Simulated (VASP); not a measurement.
# Ta (Pm-3m) in VASP: a series of runs, part 2 of 2

VASP 6.6.1.

## (6) Single point, PBE (volume scaled by 0.76)

File INCAR:

```
SYSTEM = Ta
ALGO = Normal ; EDIFF = 1E-6
ENCUT = 500 ; GGA = PE
GGA_COMPAT = .False. ; ISIF = 2
ISMEAR = -1 ; LASPH = .True.
LCHARG = .False. ; LREAL = .False.
LWAVE = .False. ; NBANDS = 12
NELM = 120 ; PREC = Accurate
SIGMA = 0.08
```

File KPOINTS:

```
k-points
0
Gamma
  14 14 14
  0 0 0
```

File POSCAR:

```
Ta
1.0
    2.5049623144      0.0000000000      0.0000000000
    0.0000000000      2.5049623144      0.0000000000
    0.0000000000      0.0000000000      2.5049623144
Ta
1
Direct
    0.0000000000      0.0000000000      0.0000000000
```

Potentials or basis: VASP PAW PBE potentials, release 64 (Ta_pv).

Launch:

```console
> cat potpaw_PBE.64/Ta_pv/POTCAR > POTCAR
> mpirun -np 1 vasp_std > vasp.out
```

OUTCAR:

```text
SYSTEM = Ta
   EDIFF = 1E-6
   ENCUT = 500
   GGA = PE
   ISIF = 2
   ISMEAR = -1
   LASPH = .True.
   LREAL = .False.
   NELM = 120
   PREC = Accurate

 ion  position               nearest neighbor table
   1  0.000  0.000  0.000-

  LATTYP: Found a simple cubic cell.
 ALAT       =     2.5049623144

  Lattice vectors:

 A1 = (   2.5049623144,   0.0000000000,   0.0000000000)
 A2 = (   0.0000000000,   2.5049623144,   0.0000000000)
 A3 = (   0.0000000000,   0.0000000000,   2.5049623144)

Analysis of symmetry for initial positions (statically):
=====================================================================
 Subroutine PRICEL returns:
 Original cell was already a primitive cell.

 Routine SETGRP: Setting up the symmetry group for a
 simple cubic supercell.

 Subroutine GETGRP returns: Found 48 space group operations
 (whereof 48 operations were pure point group operations)
 out of a pool of 48 trial point group operations.

The static configuration has the point symmetry O_h .

Analysis of symmetry for dynamics (positions and initial velocities):
=====================================================================
 Subroutine PRICEL returns:
 Original cell was already a primitive cell.

 Routine SETGRP: Setting up the symmetry group for a
 simple cubic supercell.

 Subroutine GETGRP returns: Found 48 space group operations
 (whereof 48 operations were pure point group operations)
 out of a pool of 48 trial point group operations.

The dynamic configuration has the point symmetry O_h .

 Subroutine INISYM returns: Found 48 space group operations
 (whereof 48 operations are pure point group operations),
 and found     1 'primitive' translations

----------------------------------------------------------------------------------------

                                     Primitive cell

  volume of cell :      15.7182

  direct lattice vectors                    reciprocal lattice vectors
     2.504962314  0.000000000  0.000000000     0.399207603  0.000000000  0.000000000
     0.000000000  2.504962314  0.000000000     0.000000000  0.399207603  0.000000000
     0.000000000  0.000000000  2.504962314     0.000000000  0.000000000  0.399207603

  length of vectors
     2.504962314  2.504962314  2.504962314     0.399207603  0.399207603  0.399207603

  position of ions in fractional coordinates (direct lattice)
     0.000000000  0.000000000  0.000000000

  ion indices of the primitive-cell ions
   primitive index   ion index
                 1           1

----------------------------------------------------------------------------------------

 KPOINTS: k-points

Automatic generation of k-mesh.
 Grid dimensions read from file:
 generate k-points for:   14   14   14

 Generating k-lattice:

  Cartesian coordinates                     Fractional coordinates (reciprocal lattice)
     0.028514829  0.000000000  0.000000000     0.071428571  0.000000000  0.000000000
     0.000000000  0.028514829  0.000000000     0.000000000  0.071428571  0.000000000
     0.000000000  0.000000000  0.028514829     0.000000000  0.000000000  0.071428571

  Length of vectors
     0.028514829  0.028514829  0.028514829

  Shift w.r.t. Gamma in fractional coordinates (k-lattice)
     0.000000000  0.000000000  0.000000000

 Subroutine IBZKPT returns following result:
 ===========================================

 Found    120 irreducible k-points:

 Following reciprocal coordinates:
            Coordinates               Weight
  0.000000  0.000000  0.000000      1.000000
  0.071429  0.000000  0.000000      6.000000
  0.142857  0.000000  0.000000      6.000000
  0.214286  0.000000  0.000000      6.000000
  0.285714  0.000000  0.000000      6.000000
  0.357143  0.000000  0.000000      6.000000
[... 16 lines left out ...]
  0.285714  0.214286  0.000000     24.000000
  0.357143  0.214286  0.000000     24.000000
 [... further k-points ...]
   k-points           NKPTS =    120   k-points in BZ     NKDIM =    120   number of bands    NBANDS=     12
   number of dos      NEDOS =    301   number of ions     NIONS =      1
   total plane-waves  NPLWV =   5832
   dimension x,y,z NGX =    18 NGY =   18 NGZ =   18
   dimension x,y,z NGXF=    36 NGYF=   36 NGZF=   36
   ions per type =               1
   NGX,Y,Z   is equivalent  to a cutoff of  11.95, 11.95, 11.95 a.u.
   NGXF,Y,Z  is equivalent  to a cutoff of  23.89, 23.89, 23.89 a.u.
 SYSTEM =  Ta
   PREC   = accura    normal or accurate (medium, high low for compatibility)
   ISTART =      0    job   : 0-new  1-cont  2-samecut
   ICHARG =      2    charge: 1-file 2-atom 10-const
   ISPIN  =      1    spin polarized calculation?
   LNONCOLLINEAR =      F non collinear calculations
   LSORBIT =      F    spin-orbit coupling
   LASPH  =      T    aspherical Exc in radial PAW
   ENCUT  =  500.0 eV  36.75 Ry    6.06 a.u.   4.57  4.57  4.57*2*pi/ulx,y,z
   NELM   =    120;   NELMIN=  2; NELMDL= -5     # of ELM steps
   EDIFF  = 0.1E-05   stopping-criterion for ELM
   LREAL  =      F    real-space projection
   EDIFFG = 0.1E-04   stopping-criterion for IOM
   NSW    =      0    number of steps for IOM
   IBRION =     -1    ionic relax: 0-MD 1-quasi-New 2-CG
   NFREE  =      0    steps in history (QN), initial steepest desc. (CG)
   ISIF   =      2    stress and relaxation
   ISYM   =      2    0-nonsym 1-usesym 2-fastsym
   POTIM  = 0.5000    time-step for ionic-motion
   TEBEG  =    0.0;   TEEND  =   0.0 temperature during run
   PSTRESS=    0.0 pullay stress
   NELECT =      11.0000    total number of electrons
   NUPDOWN=      -1.0000    fix difference up-down
   EMIN   =  10.00;   EMAX   =-10.00  energy-range for DOS
   EFERMI =   0.00;   METHOD = LEGACY
   ISMEAR =    -1;   SIGMA  =   0.08  broadening in eV -4-tet -1-fermi 0-gaus
   EFERMI_NEDOS =   21; number of points for ismear=-14 and -15
   IALGO  =     38    algorithm
   IMIX   =      4    mixing-type and parameters
     AMIX     =   0.40;   BMIX     =  1.00
     AMIX_MAG =   1.60;   BMIX_MAG =  1.00
  volume/ion in A,a.u.               =      15.72       106.07
  Fermi-wavevector in a.u.,A,eV,Ry     =   1.453465  2.746650 28.743124  2.112560
  Thomas-Fermi vector in A             =   2.570728
   LORBIT       =      0    0 simple, 1 ext, 2 COOP (PROOUT), +10 PAW based schemes
   GGA     = PE    functional components
   LHFCALC =     F    Hartree Fock is set to
   AEXX    =    0.0000 exact exchange contribution
   IVDW    =     0    specifies the selected vdW correction
   LEPSILON=     F    determine dielectric tensor
   LRPA    =     F    only Hartree local field effects (RPA)
 non-spin polarized calculation
  energy-cutoff  :      500.00
  volume of cell :       15.72
 maximum number of plane-waves:       432
   NGX =  9   NGY =  9   NGZ =  9

 number of electron      10.9999995 magnetization

 Free energy of the ion-electron system (eV)
  ---------------------------------------------------
  ext. energy  EPLUGINS =         0.00000000
  ---------------------------------------------------
  free energy    TOTEN  =        -9.87366401 eV

  energy without entropy =       -9.85908787  energy(sigma->0) =       -9.86637594

 E-fermi :   6.7927     XC(G=0): -13.2166

 val. band max:        6.7263683822   @ k =   0.5000   0.2857   0.2143
 cond. band min:       6.8103760160   @ k =   0.4286   0.2857   0.2143
 fundamental gap:      0.0840076338
 Fermi energy:         6.7926816522

 k-point     1 :       0.0000    0.0000    0.0000
  band No.  band energies     occupation
      1     -25.8505      2.00000
      2     -25.8505      2.00000
      3     -25.8505      2.00000
      4      -1.4949      2.00000
      5       2.9256      2.00000
      6       2.9256      2.00000
      7      15.0517      0.00000
      8      15.0517      0.00000
      9      15.0517      0.00000
     10      21.7650      0.00000
     11      24.1618      0.00000
     12      24.1618      0.00000

 k-point     2 :       0.0714    0.0000    0.0000
  band No.  band energies     occupation
      1     -25.9982      2.00000
      2     -25.8384      2.00000
      3     -25.8384      2.00000
      4      -1.2829      2.00000
      5       2.9834      2.00000
      6       3.1834      2.00000
      7      14.5966      0.00000
      8      14.5966      0.00000
      9      15.0814      0.00000
     10      21.7608      0.00000
     11      23.1642      0.00000
     12      24.6759      0.00000
[... 316 lines left out ...]
 k-point    24 :       0.3571    0.2143    0.0000
  band No.  band energies     occupation
      1     -27.8463      2.00000
      2     -26.6816      2.00000
      3     -25.5560      2.00000
      4       2.7774      2.00000
      5       4.5890      2.00000
      6       7.1137      0.03553
      7      10.6132      0.00000
      8      10.6730      0.00000
      9      13.1333      0.00000
     10      19.7523      0.00000
     11      21.7670      0.00000
     12      24.3250      0.00000

 [... further k-points ...]
[... 5 lines left out ...]
  --------------------------------------------------------------------------------------
  -------------------------------------------------------------------------------------
  Total        6.5531171      6.5531171      6.5531171     -0.0000000      0.0000000     -0.0000000
  in kB      667.9668701    667.9668701    667.9668701     -0.0000000      0.0000000     -0.0000000
  external PRESSURE =     667.9668701 kB  Pullay stress =       0.0000000 kB

 VOLUME and BASIS-vectors are now :
 -----------------------------------------------------------------------------
  energy-cutoff  :      500.00
  volume of cell :       15.72
      direct lattice vectors                 reciprocal lattice vectors
     2.504962314  0.000000000  0.000000000     0.399207603  0.000000000  0.000000000
     0.000000000  2.504962314  0.000000000     0.000000000  0.399207603  0.000000000
     0.000000000  0.000000000  2.504962314     0.000000000  0.000000000  0.399207603

 POSITION                                       TOTAL-FORCE (eV/Angst)
 -----------------------------------------------------------------------------------
      0.00000      0.00000      0.00000         0.000000      0.000000      0.000000
 -----------------------------------------------------------------------------------
    total drift:                                0.000000      0.000000      0.000000

  FREE ENERGIE OF THE ION-ELECTRON SYSTEM (eV)
  ---------------------------------------------------
  free  energy   TOTEN  =        -9.8736640121 eV

  energy  without entropy=       -9.8590878701  energy(sigma->0) =       -9.86637594
```

OSZICAR:

```text
N       E                     dE             d eps       ncg     rms          rms(c)
DAV:   1     0.644996987460E+02    0.64500E+02   -0.60525E+03  2892   0.872E+02
DAV:   2    -0.913843636293E+01   -0.73638E+02   -0.71376E+02  3264   0.249E+02
DAV:   3    -0.101204107647E+02   -0.98197E+00   -0.97795E+00  3288   0.274E+01
DAV:   4    -0.101224674036E+02   -0.20566E-02   -0.20566E-02  3152   0.141E+00
DAV:   5    -0.101224727022E+02   -0.52987E-05   -0.52991E-05  3236   0.676E-02    0.183E+01
DAV:   6    -0.993766884771E+01    0.18480E+00   -0.13605E-01  3204   0.370E+00    0.994E+00
DAV:   7    -0.987513380620E+01    0.62535E-01   -0.13148E-01  3212   0.354E+00    0.577E-01
DAV:   8    -0.987368813505E+01    0.14457E-02   -0.50470E-03  3004   0.723E-01    0.539E-02
DAV:   9    -0.987366676755E+01    0.21367E-04   -0.64162E-05  3224   0.898E-02    0.294E-02
DAV:  10    -0.987366406870E+01    0.26988E-05   -0.26633E-06  3100   0.183E-02    0.343E-03
DAV:  11    -0.987366401212E+01    0.56580E-07   -0.98170E-08  1568   0.352E-03
   1 F= -.98736640E+01 E0= -.98663759E+01  d E =-.145761E-01
```

stdout:

```text
POSCAR found type information on POSCAR Ta
 POSCAR found :  1 types and       1 ions
 scaLAPACK will be used
 LDA part: xc-table for (Slater+PW92), standard interpolation
 POSCAR, INCAR and KPOINTS ok, starting setup
 FFT: planning ... GRIDC
 FFT: planning ... GRID_SOFT
 FFT: planning ... GRID
 WAVECAR not read
 entering main loop
```

Wall time 5.1 s (1 thread of Intel Xeon 6975P-C (Granite Rapids), shared host); peak memory 0.13 GiB.

Results:

- Free energy: -9.8737 eV
- Pressure: 66.8 GPa

Levels at points of the mesh, in eV from the Fermi level:
```
           k point  band 3  band 4  band 5  band 6  band 7  band 8  band 9  band 10
(0.00, 0.00, 0.00)  -32.64   -8.29   -3.87   -3.87    8.26    8.26    8.26    14.97
(0.50, 0.00, 0.00)  -32.39   -4.17   -2.52    0.46    2.75    2.75    8.89    13.88
(0.50, 0.50, 0.00)  -32.16   -5.98   -1.61    3.92    3.92    7.02    7.02    11.97
(0.50, 0.50, 0.50)  -34.46   -3.74   -3.74   -3.74    7.26   12.42   12.42    14.97
```

Caveat: spin-orbit coupling is left out, which moves the levels of the heavy elements.

## (7) Overview

| cell | cutoff (eV) | gap on the mesh (eV) | pressure (GPa) |
| --- | --- | --- | --- |
| a = 2.590 Å, 1 atom | 520 | none | 34.6 |
| a = 2.670 Å, 1 atom | 520 | none | 13.9 |
| a = 2.745 Å, 1 atom | 520 | none | 0.1 |
| a = 2.207 Å, 1 atom | 500 | none | 349.1 |
| a = 2.505 Å, 1 atom | 500 | none | 66.8 |

Alike in all rows: task single point; level PBE; potentials or basis VASP PAW PBE potentials, release 64 (Ta_pv); no spin polarisation; k mesh 14 × 14 × 14; smearing fermi-dirac 0.08 eV.

Caveats: spin-orbit coupling is left out, which moves the levels of the heavy elements.

Absolute energies hang on the potentials; compare differences alone.
